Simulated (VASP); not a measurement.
# Y (P6_3/mmc) in VASP: notebook

Y is run at these levels: PBE; tasks: single point.

Program: VASP 6.6.1. These are calculated values, not measurements. Logs are shortened: lines on timing, memory, paths and dates and some standing lists are left out, and cuts for length are marked.

**1. The cell of the first run**

Symmetry: P6_3/mmc, No. 194, hexagonal system. Conventional cell: a = 3.654 Å, b = 3.654 Å, c = 5.699 Å, α = 90.00°, β = 90.00°, γ = 120.00°. Y (site symmetry -6m2) has 12 Y at 3.55 to 3.65 Å within 4.7 Å.

**2. Single point, PBE**

INCAR

```
PREC = Accurate
ENCUT = 520
EDIFF = 1E-6
ISMEAR = -1
SIGMA = 0.01
LREAL = F
LASPH = T
NELM = 100
ALGO = Normal
ISIF = 2
LWAVE = F
LCHARG = T
GGA = PE
LELF = T
LVHAR = T
NBANDS = 18
```

KPOINTS

```
regular mesh
0
Gamma
  10 10 6
```

POSCAR

```
Y
1.0
    3.6535431712      0.0000000000      0.0000000000
   -1.8267715856      3.1640612001      0.0000000000
    0.0000000000      0.0000000000      5.6988610241
Y
2
Direct
    0.3333333333      0.6666666667      0.2500000000
    0.6666666667      0.3333333333      0.7500000000
```

Potentials or basis: VASP PAW PBE potentials, release 64 (Y_sv).

Run with:

```
> cat potpaw_PBE.64/Y_sv/POTCAR > POTCAR
> mpirun -np 1 vasp_std > vasp.out
```

OUTCAR:

```text
PREC = Accurate
   ENCUT = 520
   EDIFF = 1E-6
   ISMEAR = -1
   LREAL = F
   LASPH = T
   NELM = 100
   ISIF = 2
   GGA = PE

 ion  position               nearest neighbor table
   1  0.333  0.667  0.250-   2 3.55   2 3.55   2 3.55   2 3.55   2 3.55   2 3.55
   2  0.667  0.333  0.750-   1 3.55   1 3.55   1 3.55   1 3.55   1 3.55   1 3.55

  LATTYP: Found a hexagonal cell.
 ALAT       =     3.6535431712
 C/A-ratio  =     1.5598176228

  Lattice vectors:

 A1 = (   3.6535431712,   0.0000000000,   0.0000000000)
 A2 = (  -1.8267715856,   3.1640612001,   0.0000000000)
 A3 = (   0.0000000000,   0.0000000000,   5.6988610241)

Analysis of symmetry for initial positions (statically):
=====================================================================
 Subroutine PRICEL returns:
 Original cell was already a primitive cell.

 Routine SETGRP: Setting up the symmetry group for a
 hexagonal supercell.

 Subroutine GETGRP returns: Found 24 space group operations
 (whereof 12 operations were pure point group operations)
 out of a pool of 24 trial point group operations.

The static configuration has the point symmetry D_3d.
 The point group associated with its full space group is D_6h.

Analysis of symmetry for dynamics (positions and initial velocities):
=====================================================================
 Subroutine PRICEL returns:
 Original cell was already a primitive cell.

 Routine SETGRP: Setting up the symmetry group for a
 hexagonal supercell.

 Subroutine GETGRP returns: Found 24 space group operations
 (whereof 12 operations were pure point group operations)
 out of a pool of 24 trial point group operations.

The dynamic configuration has the point symmetry D_3d.
 The point group associated with its full space group is D_6h.

 Subroutine INISYM returns: Found 24 space group operations
 (whereof 12 operations are pure point group operations),
 and found     1 'primitive' translations

----------------------------------------------------------------------------------------

                                     Primitive cell

  volume of cell :      65.8790

  direct lattice vectors                    reciprocal lattice vectors
     3.653543171  0.000000000  0.000000000     0.273706907  0.158024756  0.000000000
    -1.826771586  3.164061200  0.000000000     0.000000000  0.316049513  0.000000000
     0.000000000  0.000000000  5.698861024     0.000000000  0.000000000  0.175473660

  length of vectors
     3.653543171  3.653543171  5.698861024     0.316049513  0.316049513  0.175473660

  position of ions in fractional coordinates (direct lattice)
     0.333333333  0.666666667  0.250000000
     0.666666667  0.333333333  0.750000000

  ion indices of the primitive-cell ions
   primitive index   ion index
                 1           1
                 2           2

----------------------------------------------------------------------------------------

 KPOINTS: regular mesh

Automatic generation of k-mesh.
 Grid dimensions read from file:
 generate k-points for:   10   10    6

 Generating k-lattice:

  Cartesian coordinates                     Fractional coordinates (reciprocal lattice)
     0.027370691  0.015802476  0.000000000     0.100000000  0.000000000  0.000000000
     0.000000000  0.031604951  0.000000000     0.000000000  0.100000000  0.000000000
     0.000000000  0.000000000  0.029245610     0.000000000  0.000000000  0.166666667

  Length of vectors
     0.031604951  0.031604951  0.029245610

  Shift w.r.t. Gamma in fractional coordinates (k-lattice)
     0.000000000  0.000000000  0.000000000

 Subroutine IBZKPT returns following result:
 ===========================================

 Found     56 irreducible k-points:

 Following reciprocal coordinates:
            Coordinates               Weight
  0.000000  0.000000  0.000000      1.000000
  0.100000  0.000000  0.000000      6.000000
  0.200000  0.000000  0.000000      6.000000
  0.300000 -0.000000  0.000000      6.000000
  0.400000 -0.000000  0.000000      6.000000
  0.500000  0.000000  0.000000      3.000000
[... 16 lines left out ...]
  0.300000  0.100000  0.166667     24.000000
  0.400000  0.100000  0.166667     24.000000
 [... further k-points ...]
   k-points           NKPTS =     56   k-points in BZ     NKDIM =     56   number of bands    NBANDS=     18
   number of dos      NEDOS =    301   number of ions     NIONS =      2
   total plane-waves  NPLWV =  32928
   dimension x,y,z NGX =    28 NGY =   28 NGZ =   42
   dimension x,y,z NGXF=    56 NGYF=   56 NGZF=   84
   ions per type =               2
   NGX,Y,Z   is equivalent  to a cutoff of  12.74, 12.74, 12.25 a.u.
   NGXF,Y,Z  is equivalent  to a cutoff of  25.48, 25.48, 24.50 a.u.
 SYSTEM =  unknown system
   PREC   = accura    normal or accurate (medium, high low for compatibility)
   ISTART =      0    job   : 0-new  1-cont  2-samecut
   ICHARG =      2    charge: 1-file 2-atom 10-const
   ISPIN  =      1    spin polarized calculation?
   LNONCOLLINEAR =      F non collinear calculations
   LSORBIT =      F    spin-orbit coupling
   LASPH  =      T    aspherical Exc in radial PAW
   ENCUT  =  520.0 eV  38.22 Ry    6.18 a.u.   6.79  6.79 10.60*2*pi/ulx,y,z
   NELM   =    100;   NELMIN=  2; NELMDL= -5     # of ELM steps
   EDIFF  = 0.1E-05   stopping-criterion for ELM
   LREAL  =      F    real-space projection
   EDIFFG = 0.1E-04   stopping-criterion for IOM
   NSW    =      0    number of steps for IOM
   IBRION =     -1    ionic relax: 0-MD 1-quasi-New 2-CG
   NFREE  =      0    steps in history (QN), initial steepest desc. (CG)
   ISIF   =      2    stress and relaxation
   ISYM   =      2    0-nonsym 1-usesym 2-fastsym
   POTIM  = 0.5000    time-step for ionic-motion
   TEBEG  =    0.0;   TEEND  =   0.0 temperature during run
   PSTRESS=    0.0 pullay stress
   NELECT =      22.0000    total number of electrons
   NUPDOWN=      -1.0000    fix difference up-down
   EMIN   =  10.00;   EMAX   =-10.00  energy-range for DOS
   EFERMI =   0.00;   METHOD = LEGACY
   ISMEAR =    -1;   SIGMA  =   0.01  broadening in eV -4-tet -1-fermi 0-gaus
   EFERMI_NEDOS =   21; number of points for ismear=-14 and -15
   IALGO  =     38    algorithm
   IMIX   =      4    mixing-type and parameters
     AMIX     =   0.40;   BMIX     =  1.00
     AMIX_MAG =   1.60;   BMIX_MAG =  1.00
  volume/ion in A,a.u.               =      32.94       222.29
  Fermi-wavevector in a.u.,A,eV,Ry     =   1.135795  2.146342 17.551931  1.290031
  Thomas-Fermi vector in A             =   2.272500
   LORBIT       =      0    0 simple, 1 ext, 2 COOP (PROOUT), +10 PAW based schemes
   GGA     = PE    functional components
   LHFCALC =     F    Hartree Fock is set to
   AEXX    =    0.0000 exact exchange contribution
   IVDW    =     0    specifies the selected vdW correction
   LEPSILON=     F    determine dielectric tensor
   LRPA    =     F    only Hartree local field effects (RPA)
 non-spin polarized calculation
  energy-cutoff  :      520.00
  volume of cell :       65.88
 maximum number of plane-waves:      1784
 NGX is ok and might be reduce to    28
   NGX = 13   NGY = 13   NGZ = 21

 number of electron      22.0000000 magnetization

 Free energy of the ion-electron system (eV)
  ---------------------------------------------------
  ext. energy  EPLUGINS =         0.00000000
  ---------------------------------------------------
  free energy    TOTEN  =       -12.87260359 eV

  energy without entropy =      -12.87199531  energy(sigma->0) =      -12.87229945

 E-fermi :   2.9750     XC(G=0):  -9.4159

 val. band max:        2.9548489039   @ k =   0.4000  -0.0000   0.0000
 cond. band min:       2.9858258107   @ k =   0.4000  -0.0000   0.1667
 fundamental gap:      0.0309769068
 Fermi energy:         2.9749980843

 k-point     1 :       0.0000    0.0000    0.0000
  band No.  band energies     occupation
      1     -39.7126      2.00000
      2     -39.6386      2.00000
      3     -19.9851      2.00000
      4     -19.5179      2.00000
      5     -19.5179      2.00000
      6     -19.4269      2.00000
[... 10 lines left out ...]
     17       5.7352      0.00000
     18       5.7352      0.00000

 k-point     2 :       0.1000    0.0000    0.0000
  band No.  band energies     occupation
      1     -39.7078      2.00000
      2     -39.6371      2.00000
      3     -19.9676      2.00000
      4     -19.5523      2.00000
      5     -19.5297      2.00000
      6     -19.4632      2.00000
[... 10 lines left out ...]
     17       5.5188      0.00000
     18       5.5428      0.00000

 k-point     3 :       0.2000    0.0000    0.0000
  band No.  band energies     occupation
      1     -39.6948      2.00000
      2     -39.6333      2.00000
      3     -19.9185      2.00000
      4     -19.6429      2.00000
      5     -19.5595      2.00000
      6     -19.5551      2.00000
[... 10 lines left out ...]
     17       5.8989      0.00000
     18       6.0456      0.00000

 k-point     4 :       0.3000   -0.0000    0.0000
  band No.  band energies     occupation
      1     -39.6775      2.00000
      2     -39.6298      2.00000
      3     -19.8479      2.00000
      4     -19.7556      2.00000
      5     -19.6633      2.00000
      6     -19.5946      2.00000
[... 375 lines left out ...]
      4     -19.6828      2.00000
      5     -19.6531      2.00000
      6     -19.5719      2.00000
[... 10 lines left out ...]
     17       6.2960      0.00000
     18       6.7206      0.00000

 k-point    23 :       0.3000    0.1000    0.1667
  band No.  band energies     occupation
      1     -39.6643      2.00000
      2     -39.6315      2.00000
      3     -19.8597      2.00000
      4     -19.7632      2.00000
      5     -19.6985      2.00000
      6     -19.6134      2.00000
[... 10 lines left out ...]
     17       7.2044      0.00000
     18       7.4087      0.00000

 k-point    24 :       0.4000    0.1000    0.1667
  band No.  band energies     occupation
      1     -39.6526      2.00000
      2     -39.6315      2.00000
      3     -19.8936      2.00000
      4     -19.8005      2.00000
      5     -19.6931      2.00000
      6     -19.6282      2.00000
[... 10 lines left out ...]
     17       7.7507      0.00000
     18       7.9905      0.00000

 [... further k-points ...]

------------------------ aborting loop because EDIFF is reached ----------------------------------------

  FORCE on cell =-STRESS in cart. coord.  units (eV):
  Direction    XX          YY          ZZ          XY          YZ          ZX
  --------------------------------------------------------------------------------------
  -------------------------------------------------------------------------------------
  Total       -0.0260905     -0.0260905     -0.2950383     -0.0000000      0.0000000      0.0000000
  in kB       -0.6345204     -0.6345204     -7.1753281     -0.0000000      0.0000000      0.0000000
  external PRESSURE =      -2.8147896 kB  Pullay stress =       0.0000000 kB

 VOLUME and BASIS-vectors are now :
 -----------------------------------------------------------------------------
  energy-cutoff  :      520.00
  volume of cell :       65.88
      direct lattice vectors                 reciprocal lattice vectors
     3.653543171  0.000000000  0.000000000     0.273706907  0.158024756  0.000000000
    -1.826771586  3.164061200  0.000000000     0.000000000  0.316049513  0.000000000
     0.000000000  0.000000000  5.698861024     0.000000000  0.000000000  0.175473660

 POSITION                                       TOTAL-FORCE (eV/Angst)
 -----------------------------------------------------------------------------------
     -0.00000      2.10937      1.42472        -0.000000     -0.000000      0.000000
      1.82677      1.05469      4.27415         0.000000      0.000000      0.000000
 -----------------------------------------------------------------------------------
    total drift:                               -0.000000      0.000000     -0.000000

  FREE ENERGIE OF THE ION-ELECTRON SYSTEM (eV)
  ---------------------------------------------------
  free  energy   TOTEN  =       -12.8726035894 eV

  energy  without entropy=      -12.8719953116  energy(sigma->0) =      -12.87229945
```

Wall time 2.8 min (1 thread of Intel Xeon 8259CL, shared host); peak memory 0.22 GiB.

What came out:

```
Free energy            : -12.8726 eV
Pressure               : -0.3 GPa
Band gap on the k mesh : zero (bands 11 and 12 overlap by 1.45 eV)
```

**3. Single point, PBE**

INCAR

```
SYSTEM = Y
ALGO = Normal ; EDIFF = 1E-6
ENCUT = 520 ; GGA = PE
ISIF = 2 ; ISMEAR = -1
LASPH = .TRUE. ; LCHARG = .TRUE.
LELF = .TRUE. ; LREAL = .FALSE.
LVHAR = .TRUE. ; LWAVE = .FALSE.
NBANDS = 18 ; NELM = 100
PREC = Accurate ; SIGMA = 0.03
```

KPOINTS

```
k-points
0
G
  10 10 6
  0 0 0
```

POSCAR is that of step 2.

Potentials or basis: VASP PAW PBE potentials, release 64 (Y_sv).

Run with:

```
> cat potpaw_PBE.64/Y_sv/POTCAR > POTCAR
> mpirun -np 1 vasp_std > vasp.out
```

OUTCAR:

```text
SYSTEM = Y
   EDIFF = 1E-6
   ENCUT = 520
   GGA = PE
   ISIF = 2
   ISMEAR = -1
   LASPH = .TRUE.
   LREAL = .FALSE.
   NELM = 100
   PREC = Accurate

 ion  position               nearest neighbor table
   1  0.333  0.667  0.250-   2 3.55   2 3.55   2 3.55   2 3.55   2 3.55   2 3.55
   2  0.667  0.333  0.750-   1 3.55   1 3.55   1 3.55   1 3.55   1 3.55   1 3.55

  LATTYP: Found a hexagonal cell.
 ALAT       =     3.6535431712
 C/A-ratio  =     1.5598176228

  Lattice vectors:

 A1 = (   3.6535431712,   0.0000000000,   0.0000000000)
 A2 = (  -1.8267715856,   3.1640612001,   0.0000000000)
 A3 = (   0.0000000000,   0.0000000000,   5.6988610241)

Analysis of symmetry for initial positions (statically):
=====================================================================
 Subroutine PRICEL returns:
 Original cell was already a primitive cell.

 Routine SETGRP: Setting up the symmetry group for a
 hexagonal supercell.

 Subroutine GETGRP returns: Found 24 space group operations
 (whereof 12 operations were pure point group operations)
 out of a pool of 24 trial point group operations.

The static configuration has the point symmetry D_3d.
 The point group associated with its full space group is D_6h.
[... 161 lines left out ...]

 E-fermi :   2.9828     XC(G=0):  -9.4158

 val. band max:        2.9551036632   @ k =   0.4000  -0.0000   0.0000
 cond. band min:       2.9860936739   @ k =   0.4000  -0.0000   0.1667
 fundamental gap:      0.0309900107
 Fermi energy:         2.9828169941

 k-point     1 :       0.0000    0.0000    0.0000
  band No.  band energies     occupation
      1     -39.7120      2.00000
      2     -39.6381      2.00000
      3     -19.9848      2.00000
      4     -19.5173      2.00000
      5     -19.5173      2.00000
      6     -19.4263      2.00000
[... 481 lines left out ...]
      5     -19.6927      2.00000
      6     -19.6277      2.00000
[... 10 lines left out ...]
     17       7.7511      0.00000
     18       7.9909      0.00000

 [... further k-points ...]

------------------------ aborting loop because EDIFF is reached ----------------------------------------

  FORCE on cell =-STRESS in cart. coord.  units (eV):
  Direction    XX          YY          ZZ          XY          YZ          ZX
  --------------------------------------------------------------------------------------
  -------------------------------------------------------------------------------------
  Total       -0.0329210     -0.0329210     -0.2651367      0.0000000     -0.0000000      0.0000000
  in kB       -0.8006379     -0.8006379     -6.4481208      0.0000000     -0.0000000      0.0000000
  external PRESSURE =      -2.6831322 kB  Pullay stress =       0.0000000 kB

 VOLUME and BASIS-vectors are now :
 -----------------------------------------------------------------------------
  energy-cutoff  :      520.00
  volume of cell :       65.88
      direct lattice vectors                 reciprocal lattice vectors
     3.653543171  0.000000000  0.000000000     0.273706907  0.158024756  0.000000000
    -1.826771586  3.164061200  0.000000000     0.000000000  0.316049513  0.000000000
     0.000000000  0.000000000  5.698861024     0.000000000  0.000000000  0.175473660

 POSITION                                       TOTAL-FORCE (eV/Angst)
 -----------------------------------------------------------------------------------
     -0.00000      2.10937      1.42472         0.000000      0.000000      0.000000
      1.82677      1.05469      4.27415        -0.000000     -0.000000      0.000000
 -----------------------------------------------------------------------------------
    total drift:                               -0.000000      0.000000     -0.000000

  FREE ENERGIE OF THE ION-ELECTRON SYSTEM (eV)
  ---------------------------------------------------
  free  energy   TOTEN  =       -12.8757814909 eV

  energy  without entropy=      -12.8672782798  energy(sigma->0) =      -12.87152989
```

stdout:

```text
POSCAR found type information on POSCAR Y
 POSCAR found :  1 types and       2 ions
 scaLAPACK will be used
 LDA part: xc-table for (Slater+PW92), standard interpolation
 POSCAR, INCAR and KPOINTS ok, starting setup
 FFT: planning ... GRIDC
 FFT: planning ... GRID_SOFT
 FFT: planning ... GRID
 WAVECAR not read
 entering main loop
```

It took 2.8 min on 1 thread of Intel Xeon 8259CL, shared host; peak memory 0.22 GiB.

What came out:

```
Free energy            : -12.8758 eV
Pressure               : -0.3 GPa
Band gap on the k mesh : zero (bands 11 and 12 overlap by 1.45 eV)
```

Stress tensor (GPa, compression positive):
```
-0.08  0.00  0.00
 0.00 -0.08  0.00
 0.00  0.00 -0.64
```

(Continued in part 2 of 2.)
